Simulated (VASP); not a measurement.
# MoS2 (R-3m) in VASP: further runs

MoS2 is run at these levels: PBEsol, LDA; tasks: single point.

Everything below comes from runs of VASP 6.6.1. Logs are shortened: lines on timing, memory, paths and dates and some standing lists are left out, and cuts for length are marked.

### Step 1. The cell of the first run

The structure is trigonal, space group R-3m (No. 166). The conventional cell has a = 3.171 Å, b = 3.171 Å, c = 18.345 Å, α = 90.00°, β = 90.00°, γ = 120.00°. Within 3.2 Å of Mo (site symmetry -3m) lie 6 S at 2.39 Å and 6 Mo at 3.17 Å. S (site symmetry 3m) has 3 Mo at 2.39 Å and 6 S at 3.17 Å within 3.2 Å.

### Step 2. Single point, PBEsol

Input file INCAR:

```
PREC = Accurate
ENCUT = 520
EDIFF = 1E-6
ISMEAR = -1
SIGMA = 0.05
LREAL = F
LASPH = T
NELM = 60
ALGO = Normal
ISIF = 2
LWAVE = F
LCHARG = T
GGA = PS
LELF = T
LVHAR = T
NBANDS = 20
```

Input file KPOINTS:

```
regular mesh
0
Gamma
  10 10 10
```

Input file POSCAR:

```
MoS2
1.0
    1.5855000000      0.9153888518      6.1149966667
   -1.5855000000      0.9153888518      6.1149966667
    0.0000000000     -1.8307777036      6.1149966667
Mo S
1 2
Direct
    0.0000000000      0.0000000000      0.0000000000
    0.2500000000      0.2500000000      0.2500000000
    0.7500000000      0.7500000000      0.7500000000
```

Potentials or basis: VASP PAW PBE potentials, release 64 (Mo_sv, S).

The run is started by

```sh
$ cat potpaw_PBE.64/Mo_sv/POTCAR potpaw_PBE.64/S/POTCAR > POTCAR
$ mpirun -np 1 vasp_std > vasp.out
```

OUTCAR:

```text
PREC = Accurate
   ENCUT = 520
   EDIFF = 1E-6
   ISMEAR = -1
   LREAL = F
   LASPH = T
   NELM = 60
   ISIF = 2
   GGA = PS

 ion  position               nearest neighbor table
   1  0.000  0.000  0.000-   3 2.39   2 2.39   3 2.39   3 2.39   2 2.39   2 2.39
   2  0.250  0.250  0.250-   1 2.39   1 2.39   1 2.39
   3  0.750  0.750  0.750-   1 2.39   1 2.39   1 2.39

  LATTYP: Found a trigonal (rhomboedric) cell.
 ALAT       =     6.3831756386
 COS(alpha) =     0.8766074614

  Lattice vectors:

 A1 = (   1.5855000000,   0.9153888518,   6.1149966667)
 A2 = (  -1.5855000000,   0.9153888518,   6.1149966667)
 A3 = (   0.0000000000,  -1.8307777036,   6.1149966667)

Analysis of symmetry for initial positions (statically):
=====================================================================
 Subroutine PRICEL returns:
 Original cell was already a primitive cell.

 Routine SETGRP: Setting up the symmetry group for a
 trigonal (rhombohedral) supercell.

 Subroutine GETGRP returns: Found 12 space group operations
 (whereof 12 operations were pure point group operations)
 out of a pool of 12 trial point group operations.

The static configuration has the point symmetry D_3d.

Analysis of symmetry for dynamics (positions and initial velocities):
=====================================================================
 Subroutine PRICEL returns:
 Original cell was already a primitive cell.

 Routine SETGRP: Setting up the symmetry group for a
 trigonal (rhombohedral) supercell.

 Subroutine GETGRP returns: Found 12 space group operations
 (whereof 12 operations were pure point group operations)
 out of a pool of 12 trial point group operations.

The dynamic configuration has the point symmetry D_3d.

 Subroutine INISYM returns: Found 12 space group operations
 (whereof 12 operations are pure point group operations),
 and found     1 'primitive' translations

----------------------------------------------------------------------------------------

                                     Primitive cell

  volume of cell :      53.2500

  direct lattice vectors                    reciprocal lattice vectors
     1.585500000  0.915388852  6.114996667     0.315357931  0.182071986  0.054510796
    -1.585500000  0.915388852  6.114996667    -0.315357931  0.182071986  0.054510796
     0.000000000 -1.830777704  6.114996667     0.000000000 -0.364143973  0.054510796

  length of vectors
     6.383175639  6.383175639  6.383175639     0.368201385  0.368201385  0.368201385

  position of ions in fractional coordinates (direct lattice)
     0.000000000  0.000000000  0.000000000
     0.250000000  0.250000000  0.250000000
     0.750000000  0.750000000  0.750000000

  ion indices of the primitive-cell ions
   primitive index   ion index
                 1           1
                 2           2
                 3           3

----------------------------------------------------------------------------------------

 KPOINTS: regular mesh

Automatic generation of k-mesh.
 Grid dimensions read from file:
 generate k-points for:   10   10   10

 Generating k-lattice:

  Cartesian coordinates                     Fractional coordinates (reciprocal lattice)
     0.031535793  0.018207199  0.005451080     0.100000000  0.000000000  0.000000000
    -0.031535793  0.018207199  0.005451080     0.000000000  0.100000000  0.000000000
     0.000000000 -0.036414397  0.005451080     0.000000000  0.000000000  0.100000000

  Length of vectors
     0.036820138  0.036820138  0.036820138

  Shift w.r.t. Gamma in fractional coordinates (k-lattice)
     0.000000000  0.000000000  0.000000000

 Subroutine IBZKPT returns following result:
 ===========================================

 Found    116 irreducible k-points:

 Following reciprocal coordinates:
            Coordinates               Weight
  0.000000  0.000000  0.000000      1.000000
  0.100000  0.000000 -0.000000      6.000000
  0.200000  0.000000 -0.000000      6.000000
  0.300000  0.000000  0.000000      6.000000
  0.400000  0.000000  0.000000      6.000000
  0.500000 -0.000000  0.000000      3.000000
[... 16 lines left out ...]
  0.300000  0.300000  0.000000      6.000000
  0.400000  0.300000  0.000000     12.000000
 [... further k-points ...]
   k-points           NKPTS =    116   k-points in BZ     NKDIM =    116   number of bands    NBANDS=     20
   number of dos      NEDOS =    301   number of ions     NIONS =      3
   total plane-waves  NPLWV = 110592
   dimension x,y,z NGX =    48 NGY =   48 NGZ =   48
   dimension x,y,z NGXF=    96 NGYF=   96 NGZF=   96
   ions per type =               1   2
   NGX,Y,Z   is equivalent  to a cutoff of  12.50, 12.50, 12.50 a.u.
   NGXF,Y,Z  is equivalent  to a cutoff of  25.00, 25.00, 25.00 a.u.
 SYSTEM =  unknown system
   PREC   = accura    normal or accurate (medium, high low for compatibility)
   ISTART =      0    job   : 0-new  1-cont  2-samecut
   ICHARG =      2    charge: 1-file 2-atom 10-const
   ISPIN  =      1    spin polarized calculation?
   LNONCOLLINEAR =      F non collinear calculations
   LSORBIT =      F    spin-orbit coupling
   LASPH  =      T    aspherical Exc in radial PAW
   ENCUT  =  520.0 eV  38.22 Ry    6.18 a.u.  11.87 11.87 11.87*2*pi/ulx,y,z
   NELM   =     60;   NELMIN=  2; NELMDL= -5     # of ELM steps
   EDIFF  = 0.1E-05   stopping-criterion for ELM
   LREAL  =      F    real-space projection
   EDIFFG = 0.1E-04   stopping-criterion for IOM
   NSW    =      0    number of steps for IOM
   IBRION =     -1    ionic relax: 0-MD 1-quasi-New 2-CG
   NFREE  =      0    steps in history (QN), initial steepest desc. (CG)
   ISIF   =      2    stress and relaxation
   ISYM   =      2    0-nonsym 1-usesym 2-fastsym
   POTIM  = 0.5000    time-step for ionic-motion
   TEBEG  =    0.0;   TEEND  =   0.0 temperature during run
   PSTRESS=    0.0 pullay stress
   NELECT =      26.0000    total number of electrons
   NUPDOWN=      -1.0000    fix difference up-down
   EMIN   =  10.00;   EMAX   =-10.00  energy-range for DOS
   EFERMI =   0.00;   METHOD = LEGACY
   ISMEAR =    -1;   SIGMA  =   0.05  broadening in eV -4-tet -1-fermi 0-gaus
   EFERMI_NEDOS =   21; number of points for ismear=-14 and -15
   IALGO  =     38    algorithm
   IMIX   =      4    mixing-type and parameters
     AMIX     =   0.40;   BMIX     =  1.00
     AMIX_MAG =   1.60;   BMIX_MAG =  1.00
  volume/ion in A,a.u.               =      17.75       119.78
  Fermi-wavevector in a.u.,A,eV,Ry     =   1.289118  2.436081 22.610522  1.661826
  Thomas-Fermi vector in A             =   2.421031
   LORBIT       =      0    0 simple, 1 ext, 2 COOP (PROOUT), +10 PAW based schemes
   GGA     = PS    functional components
   LHFCALC =     F    Hartree Fock is set to
   AEXX    =    0.0000 exact exchange contribution
   IVDW    =     0    specifies the selected vdW correction
   LEPSILON=     F    determine dielectric tensor
   LRPA    =     F    only Hartree local field effects (RPA)
 non-spin polarized calculation
  energy-cutoff  :      520.00
  volume of cell :       53.25
 maximum number of plane-waves:      1452
   NGX = 23   NGY = 23   NGZ = 23

 number of electron      25.9999998 magnetization

 Free energy of the ion-electron system (eV)
  ---------------------------------------------------
  ext. energy  EPLUGINS =         0.00000000
  ---------------------------------------------------
  free energy    TOTEN  =       -22.60661351 eV

  energy without entropy =      -22.60070128  energy(sigma->0) =      -22.60365739

 E-fermi :   7.7252     XC(G=0): -11.0045

 val. band max:        7.7157602833   @ k =   0.1000   0.1000  -0.0000
 cond. band min:       7.7503641632   @ k =   0.5000   0.3000   0.1000
 fundamental gap:      0.0346038799
 Fermi energy:         7.7252225544

 k-point     1 :       0.0000    0.0000    0.0000
  band No.  band energies     occupation
      1     -53.9876      2.00000
      2     -28.1012      2.00000
      3     -28.0099      2.00000
      4     -28.0099      2.00000
      5      -7.4864      2.00000
      6      -5.8275      2.00000
[... 12 lines left out ...]
     19      14.3178      0.00000
     20      17.2344      0.00000

 k-point     2 :       0.1000    0.0000   -0.0000
  band No.  band energies     occupation
      1     -53.9837      2.00000
      2     -28.0934      2.00000
      3     -28.0491      2.00000
      4     -28.0188      2.00000
      5      -7.3205      2.00000
      6      -5.8006      2.00000
[... 12 lines left out ...]
     19      14.8785      0.00000
     20      16.7231      0.00000

 k-point     3 :       0.2000    0.0000   -0.0000
  band No.  band energies     occupation
      1     -53.9735      2.00000
      2     -28.1509      2.00000
      3     -28.0727      2.00000
      4     -28.0420      2.00000
      5      -6.8615      2.00000
      6      -5.7185      2.00000
[... 12 lines left out ...]
     19      15.6241      0.00000
     20      16.8149      0.00000

 k-point     4 :       0.3000    0.0000    0.0000
  band No.  band energies     occupation
      1     -53.9609      2.00000
      2     -28.2743      2.00000
      3     -28.0705      2.00000
      4     -28.0472      2.00000
      5      -6.2644      2.00000
      6      -5.5431      2.00000
[... 12 lines left out ...]
     19      15.2975      0.00000
     20      16.8228      0.00000

 k-point     5 :       0.4000    0.0000    0.0000
  band No.  band energies     occupation
      1     -53.9506      2.00000
      2     -28.3724      2.00000
      3     -28.0935      2.00000
      4     -28.0264      2.00000
      5      -5.8990      2.00000
      6      -5.1369      2.00000
[... 12 lines left out ...]
     19      14.9445      0.00000
     20      15.2954      0.00000

 k-point     6 :       0.5000   -0.0000    0.0000
  band No.  band energies     occupation
      1     -53.9467      2.00000
      2     -28.4095      2.00000
      3     -28.1022      2.00000
      4     -28.0184      2.00000
      5      -5.8207      2.00000
      6      -4.8575      2.00000
[... 12 lines left out ...]
     19      14.5613      0.00000
     20      14.9757      0.00000

 k-point     7 :       0.1000    0.1000   -0.0000
  band No.  band energies     occupation
      1     -53.9837      2.00000
      2     -28.0934      2.00000
      3     -28.0491      2.00000
      4     -28.0188      2.00000
      5      -7.3135      2.00000
      6      -5.8131      2.00000
[... 12 lines left out ...]
     19      14.9211      0.00000
     20      16.7430      0.00000
[... 277 lines left out ...]
 k-point    20 :      -0.4000    0.2000    0.0000
  band No.  band energies     occupation
      1     -53.9436      2.00000
      2     -28.3615      2.00000
      3     -28.1903      2.00000
      4     -28.0122      2.00000
      5      -5.5042      2.00000
      6      -4.9692      2.00000
[... 12 lines left out ...]
     19      15.2742      0.00000
     20      16.6231      0.00000

 k-point    21 :      -0.3000    0.2000   -0.0000
  band No.  band energies     occupation
      1     -53.9467      2.00000
      2     -28.3441      2.00000
      3     -28.1702      2.00000
      4     -28.0186      2.00000
      5      -5.5293      2.00000
      6      -5.2384      2.00000
[... 12 lines left out ...]
     19      15.4600      0.00000
     20      16.3481      0.00000

 k-point    22 :      -0.2000    0.2000    0.0000
  band No.  band energies     occupation
      1     -53.9550      2.00000
      2     -28.2942      2.00000
      3     -28.1217      2.00000
      4     -28.0352      2.00000
      5      -5.8884      2.00000
      6      -5.5302      2.00000
[... 12 lines left out ...]
     19      15.9975      0.00000
     20      16.2839      0.00000

 k-point    23 :       0.3000    0.3000    0.0000
  band No.  band energies     occupation
      1     -53.9609      2.00000
      2     -28.2743      2.00000
      3     -28.0705      2.00000
      4     -28.0472      2.00000
      5      -6.1454      2.00000
      6      -5.6912      2.00000
[... 12 lines left out ...]
     19      14.7641      0.00000
     20      15.7560      0.00000

 k-point    24 :       0.4000    0.3000    0.0000
  band No.  band energies     occupation
      1     -53.9538      2.00000
      2     -28.3255      2.00000
      3     -28.1039      2.00000
      4     -28.0328      2.00000
      5      -5.7715      2.00000
      6      -5.5593      2.00000
[... 12 lines left out ...]
     19      14.8262      0.00000
     20      15.9376      0.00000

 [... further k-points ...]
[... 5 lines left out ...]
  --------------------------------------------------------------------------------------
  -------------------------------------------------------------------------------------
  Total        0.3727578      0.3727578      2.1033151      0.0000000      0.0000000      0.0000000
  in kB       11.2154843     11.2154843     63.2842418      0.0000000      0.0000000      0.0000000
  external PRESSURE =      28.5717368 kB  Pullay stress =       0.0000000 kB

 VOLUME and BASIS-vectors are now :
 -----------------------------------------------------------------------------
  energy-cutoff  :      520.00
  volume of cell :       53.25
      direct lattice vectors                 reciprocal lattice vectors
     1.585500000  0.915388852  6.114996667     0.315357931  0.182071986  0.054510796
    -1.585500000  0.915388852  6.114996667    -0.315357931  0.182071986  0.054510796
     0.000000000 -1.830777704  6.114996667     0.000000000 -0.364143973  0.054510796

 POSITION                                       TOTAL-FORCE (eV/Angst)
 -----------------------------------------------------------------------------------
      0.00000      0.00000      0.00000         0.000000      0.000000      0.000000
      0.00000      0.00000      4.58625         0.000000     -0.000000     -0.763176
      0.00000      0.00000     13.75874         0.000000     -0.000000      0.763176
 -----------------------------------------------------------------------------------
    total drift:                               -0.000000     -0.000000      0.000000

  FREE ENERGIE OF THE ION-ELECTRON SYSTEM (eV)
  ---------------------------------------------------
  free  energy   TOTEN  =       -22.6066135112 eV

  energy  without entropy=      -22.6007012785  energy(sigma->0) =      -22.60365739
```

It took 4 min on 1 thread of AMD EPYC 9R45 (Zen 5), shared host; peak memory 0.35 GiB.

Results:

| Quantity | Value |
| --- | --- |
| Free energy | -22.6066 eV |
| Pressure | 2.9 GPa |
| Largest force | 0.763 eV/Å |
| Band gap on the k mesh | zero (band 13 reaches 7.98 eV, above the bottom of band 14 at 7.36 eV) |

Forces on the atoms (eV/Å):
```
Mo   0.000  0.000  0.000
S    0.000  0.000 -0.763
S    0.000  0.000  0.763
```

Stress tensor (GPa, compression positive):
```
1.12 0.00 0.00
0.00 1.12 0.00
0.00 0.00 6.33
```

Levels at points of the mesh, in eV from the Fermi level:
| k point | band 9 | band 10 | band 11 | band 12 | band 13 | band 14 | band 15 | band 16 | band 17 | band 18 |
| --- | --- | --- | --- | --- | --- | --- | --- | --- | --- | --- |
| (0.00, 0.00, 0.00) | -4.25 | -1.80 | -1.29 | -1.08 | -1.08 | -0.26 | -0.26 | 3.37 | 3.37 | 6.00 |
| (0.50, 0.00, 0.00) | -5.37 | -4.38 | -2.89 | -1.98 | -1.63 | 1.02 | 1.93 | 3.39 | 4.13 | 5.41 |
| (0.50, 0.50, 0.00) | -4.73 | -4.31 | -2.91 | -2.30 | -1.84 | 1.02 | 1.71 | 3.85 | 4.62 | 4.76 |
| (0.50, 0.50, 0.50) | -4.23 | -3.95 | -1.07 | -1.07 | -0.36 | -0.36 | -0.08 | 3.49 | 3.49 | 5.93 |

Caveat: the PAW data sets were made with another functional, which shifts forces and pressure a little.

### Step 3. Single point, PBEsol (volume scaled by 1.02)

Input file INCAR:

```
SYSTEM = MoS2
ALGO = Normal ; EDIFF = 1E-6
ENCUT = 520 ; GGA = PS
ISIF = 2 ; ISMEAR = -1
LASPH = .TRUE. ; LCHARG = .FALSE.
LREAL = .FALSE. ; LWAVE = .FALSE.
NBANDS = 20 ; NELM = 80
PREC = Accurate ; SIGMA = 0.05
```

Input file KPOINTS:

```
k-points
0
G
  10 10 10
  0 0 0
```

Input file POSCAR:

```
MoS2
1.0
    1.5960003060      0.9214512063      6.1554945136
   -1.5960003060      0.9214512063      6.1554945136
    0.0000000000     -1.8429024126      6.1554945136
Mo S
1 2
Direct
    0.0000000000      0.0000000000      0.0000000000
    0.2500000000      0.2500000000      0.2500000000
    0.7500000000      0.7500000000      0.7500000000
```

Potentials or basis: VASP PAW PBE potentials, release 64 (Mo_sv, S).

The run is started by

```sh
$ cat potpaw_PBE.64/Mo_sv/POTCAR potpaw_PBE.64/S/POTCAR > POTCAR
$ mpirun -np 1 vasp_std > vasp.out
```

Run time: 3.9 min. Hardware: 1 thread of AMD EPYC 9R45 (Zen 5), shared host; peak memory 0.35 GiB.

It converged, with:

| Quantity | Value |
| --- | --- |
| Free energy | -22.6160 eV |
| Pressure | -0.1 GPa |
| Largest force | 0.418 eV/Å |
| Band gap on the k mesh | zero (band 13 reaches 7.72 eV, above the bottom of band 14 at 7.09 eV) |

Forces in eV/Å, atoms in the order of the input:
```
Mo   0.000  0.000  0.000
S    0.000  0.000 -0.418
S    0.000  0.000  0.418
```

Stress tensor (GPa, compression positive):
```
-1.70  0.00  0.00
 0.00 -1.70  0.00
 0.00  0.00  3.00
```

Levels at points of the mesh, in eV from the Fermi level:
```tsv
k point	band 9	band 10	band 11	band 12	band 13	band 14	band 15	band 16	band 17	band 18
(0.00, 0.00, 0.00)	-4.15	-1.77	-1.23	-1.04	-1.04	-0.27	-0.27	3.29	3.29	6.00
(0.50, 0.00, 0.00)	-5.25	-4.29	-2.86	-1.93	-1.61	0.98	1.87	3.32	4.04	5.44
(0.50, 0.50, 0.00)	-4.63	-4.22	-2.87	-2.23	-1.82	0.99	1.67	3.75	4.63	4.71
(0.50, 0.50, 0.50)	-4.14	-3.87	-1.03	-1.03	-0.37	-0.37	-0.09	3.41	3.41	5.96
```

Caveat: the cell differs from its parent crystal (volume scaled by 1.02); the PAW data sets were made with another functional, which shifts forces and pressure a little.

### Step 4. Single point, LDA

This run uses another cell than the first one, of 18.46 Å³/atom, 1.040 times its volume.

Input file INCAR:

```
ALGO = Normal
EDIFF = 1E-7
ENCUT = 520
ISIF = 2
ISMEAR = -1
LASPH = T
LCHARG = T
LELF = T
LREAL = F
LVHAR = T
LWAVE = F
NBANDS = 20
NELM = 60
PREC = Accurate
SIGMA = 0.05
```

Input file KPOINTS:

```
k-points
0
Gamma
  10 10 10
```

Input file POSCAR:

```
MoS2
1.0
    1.6063642348      0.9274348234      6.1954663772
   -1.6063642348      0.9274348234      6.1954663772
    0.0000000000     -1.8548696467      6.1954663772
Mo S
1 2
Direct
    0.0000000000      0.0000000000      0.0000000000
    0.2500000000      0.2500000000      0.2500000000
    0.7500000000      0.7500000000      0.7500000000
```

Potentials or basis: VASP PAW LDA potentials, release 64 (Mo_sv, S).

The run is started by

```sh
$ cat potpaw_LDA.64/Mo_sv/POTCAR potpaw_LDA.64/S/POTCAR > POTCAR
$ mpirun -np 1 vasp_std > vasp.out
```

Wall time 2.9 min (1 thread of Intel Xeon Platinum 8488C (Sapphire Rapids), shared host); peak memory 0.33 GiB.

The run converged. Its results:

* Free energy: -23.5986 eV
* Pressure: -5.3 GPa
* Largest force: 0.058 eV/Å
* Band gap on the k mesh: zero (band 13 reaches 7.38 eV, above the bottom of band 14 at 6.76 eV)

Forces in eV/Å, atoms in the order of the input:
```
Mo   0.000  0.000  0.000
S    0.000  0.000  0.058
S    0.000  0.000 -0.058
```

Stress tensor (GPa, compression positive):
```
-6.58  0.00  0.00
 0.00 -6.58  0.00
 0.00  0.00 -2.80
```

Levels at points of the mesh, in eV from the Fermi level:
```tsv
k point	band 10	band 11	band 12	band 13	band 14	band 15	band 16	band 17
(0.00, 0.00, 0.00)	-1.71	-1.19	-1.00	-1.00	-0.27	-0.27	3.21	3.21
(0.50, 0.00, 0.00)	-4.18	-2.78	-1.86	-1.57	0.94	1.81	3.25	3.92
(0.50, 0.50, 0.00)	-4.11	-2.79	-2.16	-1.77	0.95	1.62	3.66	4.63
(0.50, 0.50, 0.50)	-3.79	-0.99	-0.99	-0.37	-0.37	-0.08	3.32	3.32
```

### Step 5. Overview

| level | potentials or basis | cell | gap on the mesh (eV) | pressure (GPa) | largest force (eV/Å) |
| --- | --- | --- | --- | --- | --- |
| PBEsol | VASP PAW PBE potentials, release 64 (Mo_sv, S) | a = 6.383 Å, angles 28.8°, 3 atoms | none | 2.9 | 0.76 |
| PBEsol | VASP PAW PBE potentials, release 64 (Mo_sv, S) | a = 6.425 Å, angles 28.8°, 3 atoms | none | -0.1 | 0.42 |
| LDA | VASP PAW LDA potentials, release 64 (Mo_sv, S) | a = 6.467 Å, angles 28.8°, 3 atoms | none | -5.3 | 0.06 |

Alike in all rows: task single point; no spin polarisation; k mesh 10 × 10 × 10; cutoff (eV) 520; smearing fermi-dirac 0.05 eV.

Caveats: the PAW data sets were made with another functional, which shifts forces and pressure a little (some runs).

Absolute energies hang on the potentials; compare differences alone.
